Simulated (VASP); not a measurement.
# Fe (Pm-3m) in VASP: notebook

Runs on Fe. Level: PBE. Tasks: relaxation of cell and atoms.

Program: VASP 6.6.1. These are calculated values, not measurements. Logs are shortened: lines on timing, memory, paths and dates and some standing lists are left out, and cuts for length are marked.

## Step 1: The cell of the first run

It takes space group Pm-3m (No. 221, cubic). Conventional cell: a = 2.316 Å, b = 2.316 Å, c = 2.316 Å, α = 90.00°, β = 90.00°, γ = 90.00°. Fe (site symmetry m-3m) has 6 Fe at 2.32 Å within 3.1 Å.

This isn't the form of Fe at room conditions, which is bcc.

## Step 2: Relaxation of cell and atoms, PBE, collinear spin, ferromagnetic start, target pressure -1.9 GPa, at which the enthalpy is minimised

File INCAR:

```
PREC = Accurate
ENCUT = 600
EDIFF = 1E-6
ISMEAR = -1
SIGMA = 0.1
LREAL = False
LASPH = True
NELM = 150
ALGO = Normal
ISIF = 3
LWAVE = False
LCHARG = False
ISPIN = 2
MAGMOM = 2.5
LORBIT = 11
LMAXMIX = 4
GGA = PE
IBRION = 2
NSW = 60
EDIFFG = -0.005
PSTRESS = -19.0
```

File KPOINTS:

```
regular mesh
0
Gamma
  16 16 16
```

File POSCAR:

```
Fe
1.0
    2.3155325493      0.0000000000      0.0000000000
    0.0000000000      2.3155325493      0.0000000000
    0.0000000000      0.0000000000      2.3155325493
Fe
1
Direct
    0.0000000000      0.0000000000      0.0000000000
```

Potentials or basis: VASP PAW PBE potentials, release 64 (Fe).

Started as:

```bash
$ cat potpaw_PBE.64/Fe/POTCAR > POTCAR
$ mpirun -np 1 vasp_std > vasp.out
```

OUTCAR:

```text
PREC = Accurate
   ENCUT = 600
   EDIFF = 1E-6
   ISMEAR = -1
   LREAL = False
   LASPH = True
   NELM = 150
   ISIF = 3
   ISPIN = 2
   LORBIT = 11
   GGA = PE
   IBRION = 2
   NSW = 60
   EDIFFG = -0.005
   PSTRESS = -19.0

 ion  position               nearest neighbor table
   1  0.000  0.000  0.000-

  LATTYP: Found a simple cubic cell.
 ALAT       =     2.3155325493

  Lattice vectors:

 A1 = (   2.3155325493,   0.0000000000,   0.0000000000)
 A2 = (   0.0000000000,   2.3155325493,   0.0000000000)
 A3 = (   0.0000000000,   0.0000000000,   2.3155325493)

Analysis of symmetry for initial positions (statically):
=====================================================================
 Subroutine PRICEL returns:
 Original cell was already a primitive cell.

 Routine SETGRP: Setting up the symmetry group for a
 simple cubic supercell.

 Subroutine GETGRP returns: Found 48 space group operations
 (whereof 48 operations were pure point group operations)
 out of a pool of 48 trial point group operations.

The static configuration has the point symmetry O_h .

Analysis of symmetry for dynamics (positions and initial velocities):
=====================================================================
 Subroutine PRICEL returns:
 Original cell was already a primitive cell.

 Routine SETGRP: Setting up the symmetry group for a
 simple cubic supercell.

 Subroutine GETGRP returns: Found 48 space group operations
 (whereof 48 operations were pure point group operations)
 out of a pool of 48 trial point group operations.

The dynamic configuration has the point symmetry O_h .

Analysis of structural, dynamic, and magnetic symmetry:
=====================================================================
 Subroutine PRICEL returns:
 Original cell was already a primitive cell.

 Routine SETGRP: Setting up the symmetry group for a
 simple cubic supercell.

 Subroutine GETGRP returns: Found 48 space group operations
 (whereof 48 operations were pure point group operations)
 out of a pool of 48 trial point group operations.

The overall configuration has the point symmetry O_h .

 Subroutine INISYM returns: Found 48 space group operations
 (whereof 48 operations are pure point group operations),
 and found     1 'primitive' translations

----------------------------------------------------------------------------------------

                                     Primitive cell

  volume of cell :      12.4152

  direct lattice vectors                    reciprocal lattice vectors
     2.315532549  0.000000000  0.000000000     0.431866095  0.000000000  0.000000000
     0.000000000  2.315532549  0.000000000     0.000000000  0.431866095  0.000000000
     0.000000000  0.000000000  2.315532549     0.000000000  0.000000000  0.431866095

  length of vectors
     2.315532549  2.315532549  2.315532549     0.431866095  0.431866095  0.431866095

  position of ions in fractional coordinates (direct lattice)
     0.000000000  0.000000000  0.000000000

  ion indices of the primitive-cell ions
   primitive index   ion index
                 1           1

----------------------------------------------------------------------------------------

 KPOINTS: regular mesh

Automatic generation of k-mesh.
 Grid dimensions read from file:
 generate k-points for:   16   16   16

 Generating k-lattice:

  Cartesian coordinates                     Fractional coordinates (reciprocal lattice)
     0.026991631  0.000000000  0.000000000     0.062500000  0.000000000  0.000000000
     0.000000000  0.026991631  0.000000000     0.000000000  0.062500000  0.000000000
     0.000000000  0.000000000  0.026991631     0.000000000  0.000000000  0.062500000

  Length of vectors
     0.026991631  0.026991631  0.026991631

  Shift w.r.t. Gamma in fractional coordinates (k-lattice)
     0.000000000  0.000000000  0.000000000

 Subroutine IBZKPT returns following result:
 ===========================================

 Found    165 irreducible k-points:

 Following reciprocal coordinates:
            Coordinates               Weight
  0.000000  0.000000  0.000000      1.000000
  0.062500  0.000000  0.000000      6.000000
  0.125000  0.000000  0.000000      6.000000
  0.187500  0.000000  0.000000      6.000000
  0.250000  0.000000  0.000000      6.000000
  0.312500  0.000000  0.000000      6.000000
[... 16 lines left out ...]
  0.437500  0.125000  0.000000     24.000000
  0.500000  0.125000  0.000000     12.000000
 [... further k-points ...]
   k-points           NKPTS =    165   k-points in BZ     NKDIM =    165   number of bands    NBANDS=      9
   number of dos      NEDOS =    301   number of ions     NIONS =      1
   total plane-waves  NPLWV =   5832
   dimension x,y,z NGX =    18 NGY =   18 NGZ =   18
   dimension x,y,z NGXF=    36 NGYF=   36 NGZF=   36
   ions per type =               1
   NGX,Y,Z   is equivalent  to a cutoff of  12.92, 12.92, 12.92 a.u.
   NGXF,Y,Z  is equivalent  to a cutoff of  25.85, 25.85, 25.85 a.u.
 SYSTEM =  unknown system
   PREC   = accura    normal or accurate (medium, high low for compatibility)
   ISTART =      0    job   : 0-new  1-cont  2-samecut
   ICHARG =      2    charge: 1-file 2-atom 10-const
   ISPIN  =      2    spin polarized calculation?
   LNONCOLLINEAR =      F non collinear calculations
   LSORBIT =      F    spin-orbit coupling
   LASPH  =      T    aspherical Exc in radial PAW
   ENCUT  =  600.0 eV  44.10 Ry    6.64 a.u.   4.62  4.62  4.62*2*pi/ulx,y,z
   NELM   =    150;   NELMIN=  2; NELMDL= -5     # of ELM steps
   EDIFF  = 0.1E-05   stopping-criterion for ELM
   LREAL  =      F    real-space projection
   EDIFFG = -.5E-02   stopping-criterion for IOM
   NSW    =     60    number of steps for IOM
   IBRION =      2    ionic relax: 0-MD 1-quasi-New 2-CG
   NFREE  =      1    steps in history (QN), initial steepest desc. (CG)
   ISIF   =      3    stress and relaxation
   ISYM   =      2    0-nonsym 1-usesym 2-fastsym
   POTIM  = 0.5000    time-step for ionic-motion
   TEBEG  =    0.0;   TEEND  =   0.0 temperature during run
   PSTRESS=  -19.0 pullay stress
   NELECT =       8.0000    total number of electrons
   NUPDOWN=      -1.0000    fix difference up-down
   EMIN   =  10.00;   EMAX   =-10.00  energy-range for DOS
   EFERMI =   0.00;   METHOD = LEGACY
   ISMEAR =    -1;   SIGMA  =   0.10  broadening in eV -4-tet -1-fermi 0-gaus
   EFERMI_NEDOS =   21; number of points for ismear=-14 and -15
   IALGO  =     38    algorithm
   IMIX   =      4    mixing-type and parameters
     AMIX     =   0.40;   BMIX     =  1.00
     AMIX_MAG =   1.60;   BMIX_MAG =  1.00
  volume/ion in A,a.u.               =      12.42        83.78
  Fermi-wavevector in a.u.,A,eV,Ry     =   1.414015  2.672100 27.204001  1.999438
  Thomas-Fermi vector in A             =   2.535601
   LORBIT       =     11    0 simple, 1 ext, 2 COOP (PROOUT), +10 PAW based schemes
   GGA     = PE    functional components
   LHFCALC =     F    Hartree Fock is set to
   AEXX    =    0.0000 exact exchange contribution
   IVDW    =     0    specifies the selected vdW correction
   LEPSILON=     F    determine dielectric tensor
   LRPA    =     F    only Hartree local field effects (RPA)
 conjugate gradient relaxation of ions
 spin polarized calculation
  energy-cutoff  :      600.00
  volume of cell :       12.42
 maximum number of plane-waves:       437
   NGX =  9   NGY =  9   NGZ =  9

--------------------------------------- Ionic step        1  -------------------------------------------

 number of electron       7.9999993 magnetization       2.2574842

 Free energy of the ion-electron system (eV)
  ---------------------------------------------------
  ext. energy  EPLUGINS =         0.00000000
  ---------------------------------------------------
  free energy    TOTEN  =        -7.47926833 eV

  energy without entropy =       -7.45034742  energy(sigma->0) =       -7.46480788

------------------------ aborting loop because EDIFF is reached ----------------------------------------

  FORCE on cell =-STRESS in cart. coord.  units (eV):
  Direction    XX          YY          ZZ          XY          YZ          ZX
  --------------------------------------------------------------------------------------
  -------------------------------------------------------------------------------------
  Total        0.7256520      0.7256520      0.7256520     -0.0000000      0.0000000     -0.0000000
  in kB       93.6453708     93.6453708     93.6453708     -0.0000000      0.0000000     -0.0000000
  external PRESSURE =     112.6453708 kB  Pullay stress =     -19.0000000 kB
[... 94 lines left out ...]
  energy  without entropy=       -7.4718242920  energy(sigma->0) =       -7.48639024

  enthalpy is  TOTEN    =        -7.6607342845 eV   P V=       -0.1597780907

[... ionic steps 4 to 8 ...]

--------------------------------------- Ionic step        9  -------------------------------------------

 number of electron       8.0000012 magnetization       2.4084702

------------------------ aborting loop because EDIFF is reached ----------------------------------------
[... 69 lines left out ...]
--------------------------------------- Ionic step       11  -------------------------------------------

 number of electron       8.0000012 magnetization       2.4086791

 Free energy of the ion-electron system (eV)
  ---------------------------------------------------
  ext. energy  EPLUGINS =         0.00000000
  ---------------------------------------------------
  free energy    TOTEN  =        -7.50116102 eV

  energy without entropy =       -7.47203787  energy(sigma->0) =       -7.48659945

 E-fermi :   4.5526     XC(G=0): -12.0854

 val. band max:        4.5347720508   @ k =   0.5000   0.2500   0.1875
 cond. band min:       4.5608421050   @ k =   0.4375   0.3750   0.1875
 fundamental gap:      0.0260700542
 Fermi energy:         4.5525866795

 spin component 1

 k-point     1 :       0.0000    0.0000    0.0000
  band No.  band energies     occupation
      1      -3.1914      1.00000
      2       0.6899      1.00000
      3       0.6899      1.00000
      4       3.9469      0.99766
      5       3.9469      0.99766
      6       3.9470      0.99766
      7      23.0793      0.00000
      8      23.0793      0.00000
      9      23.0793      0.00000
[... 265 lines left out ...]
 k-point    24 :       0.5000    0.1250    0.0000
  band No.  band energies     occupation
      1       0.8859      1.00000
      2       1.4653      1.00000
      3       1.6979      1.00000
      4       2.7947      1.00000
      5       3.8884      0.99870
      6       4.7444      0.12810
      7       8.6930      0.00000
      8      24.6836      0.00000
      9      26.7485      0.00000

 [... further k-points ...]

 spin component 2

 k-point     1 :       0.0000    0.0000    0.0000
  band No.  band energies     occupation
      1      -2.9002      1.00000
      2       2.2054      1.00000
      3       2.2058      1.00000
      4       6.9955      0.00000
      5       6.9955      0.00000
      6       6.9962      0.00000
      7      23.6996      0.00000
      8      23.6996      0.00000
      9      23.6997      0.00000
[... 308 lines left out ...]
  energy  without entropy=       -7.4720378742  energy(sigma->0) =       -7.48659945

  enthalpy is  TOTEN    =        -7.6607222043 eV   P V=       -0.1595611841

 reached required accuracy - stopping structural energy minimisation

 total charge

# of ion       s       p       d       tot
------------------------------------------
    1        0.492   0.402   6.261   7.156

 magnetization (x)

# of ion       s       p       d       tot
------------------------------------------
    1        0.002  -0.009   2.405   2.397
```

Wall time 80 s (1 thread of Intel Xeon 6975P-C (Granite Rapids), shared host); peak memory 0.16 GiB.

Results:

```yaml
Free_energy: -7.5012 eV
Relaxed_volume: 13.46 Å³/atom
Relaxed_cell: a = 2.378 Å, b = 2.378 Å, c = 2.378 Å, α = 90.00°, β = 90.00°, γ = 90.00°
Space_group_after_relaxing_to_0.1_Å: Pm-3m (No. 221)
Energy_change_on_relaxing_the_run_minimises_the_enthalpy: -21.9 meV/atom
Ionic_steps: 11
Pressure_after_relaxing: -1.9 GPa
Net_moment: 2.41 μB per cell
Site_moments: Fe +2.40 μB
Valence_electrons_inside_the_program's_atomic_spheres: Fe 7.16
```

Step by step:
| step | energy change (eV) | largest force (eV/Å) | pressure (GPa) | volume (Å³) |
| --- | --- | --- | --- | --- |
| 1 | 0.0000 | 0.0000 | 9.36 | 12.42 |
| 2 | -0.0070 | 0.0000 | -6.05 | 14.05 |
| 3 | -0.0217 | 0.0000 | -2.01 | 13.47 |
| 4 | -0.0219 | 0.0000 | -1.69 | 13.45 |
| 5 | -0.0219 | 0.0000 | -1.78 | 13.45 |
| 6 | -0.0219 | 0.0000 | -1.81 | 13.45 |
| 7 | -0.0219 | 0.0000 | -1.71 | 13.45 |
| 8 | -0.0219 | 0.0000 | -1.72 | 13.45 |
| 9 | -0.0219 | 0.0000 | -1.74 | 13.45 |
| 10 | -0.0219 | 0.0000 | -1.78 | 13.45 |
| 11 | -0.0219 | 0.0000 | -1.86 | 13.46 |

Final structure:
```
Fe
1.0
     2.37845    0.00000    0.00000
     0.00000    2.37845    0.00000
     0.00000    0.00000    2.37845
Fe
1
Direct
  0.00000 0.00000 0.00000
```

Caveat: the cell is relaxed towards a set pressure, so the run minimises the enthalpy, not the energy.

## Step 3: Relaxation of cell and atoms, PBE, collinear spin, ferromagnetic start, target pressure -1.9 GPa, at which the enthalpy is minimised

This run uses another cell than the first one, of 13.53 Å³/atom.

Edit INCAR of step 2 so:

```diff
@@ -18,3 +18,3 @@
 IBRION = 2
-NSW = 60
+NSW = 32
 EDIFFG = -0.005
```

File KPOINTS:

```
Automatic mesh
0
Gamma
  16 16 16
```

File POSCAR:

```
Fe
1.0
    2.3827194538      0.0000000000      0.0000000000
    0.0000000000      2.3827194538      0.0000000000
    0.0000000000      0.0000000000      2.3827194538
Fe
1
Direct
    0.0000000000      0.0000000000      0.0000000000
```

Potentials or basis: VASP PAW PBE potentials, release 64 (Fe).

Started as:

```bash
$ cat potpaw_PBE.64/Fe/POTCAR > POTCAR
$ mpirun -np 1 vasp_std > vasp.out
```

Run time: 37 s. Hardware: 1 thread of Intel Xeon 6975P-C (Granite Rapids), shared host; peak memory 0.16 GiB.

Results (log left out):

* Free energy: -7.5013 eV
* Relaxed volume: 13.47 Å³/atom
* Relaxed cell: a = 2.379 Å, b = 2.379 Å, c = 2.379 Å, α = 90.00°, β = 90.00°, γ = 90.00°
* Space group after relaxing (to 0.1 Å): Pm-3m (No. 221)
* Energy change on relaxing (the run minimises the enthalpy): -0.7 meV/atom
* Ionic steps: 3
* Pressure after relaxing: -1.9 GPa
* Net moment: 2.41 μB per cell
* Site moments: Fe +2.40 μB
* Valence electrons inside the program's atomic spheres: Fe 7.15

Step by step:
```csv
step,energy change (eV),largest force (eV/Å),pressure (GPa),volume (Å³)
1,0.0000,0.0000,-2.33,13.53
2,-0.0009,0.0000,-1.77,13.46
3,-0.0007,0.0000,-1.88,13.47
```

Final structure:
```yaml
crystal:
  lattice:
    - [2.37945, 0.00000, 0.00000]
    - [0.00000, 2.37945, 0.00000]
    - [0.00000, 0.00000, 2.37945]
  atoms:
    - { symbol: Fe, position: [0.00000, 0.00000, 0.00000] }
```

Levels at points of the mesh, in eV from the Fermi level:
Spin up:
```
           k point  band 2  band 3  band 4  band 5  band 6  band 7  band 8  band 9
(0.00, 0.00, 0.00)   -3.86   -3.86   -0.61   -0.61   -0.61   18.51   18.51   18.51
(0.50, 0.00, 0.00)   -3.37   -1.79   -1.79   -1.10   -0.50    4.08   22.63   25.42
(0.50, 0.50, 0.00)   -2.93   -1.55   -1.55    0.74    4.98    4.98   10.88   11.69
(0.50, 0.50, 0.50)   -3.88   -3.88    0.81    0.81   11.57   11.57   11.57   12.65
```
Spin down:
```csv
k point,band 1,band 2,band 3,band 4,band 5,band 6
"(0.00, 0.00, 0.00)",-7.45,-2.34,-2.34,2.44,2.44,2.44
"(0.50, 0.00, 0.00)",-2.97,-1.77,-0.97,1.03,1.03,2.57
"(0.50, 0.50, 0.00)",-2.99,-1.39,1.33,1.33,2.74,5.35
"(0.50, 0.50, 0.50)",-1.62,-1.62,-1.62,2.81,2.81,12.21
```

Caveat: the cell is relaxed towards a set pressure, so the run minimises the enthalpy, not the energy.
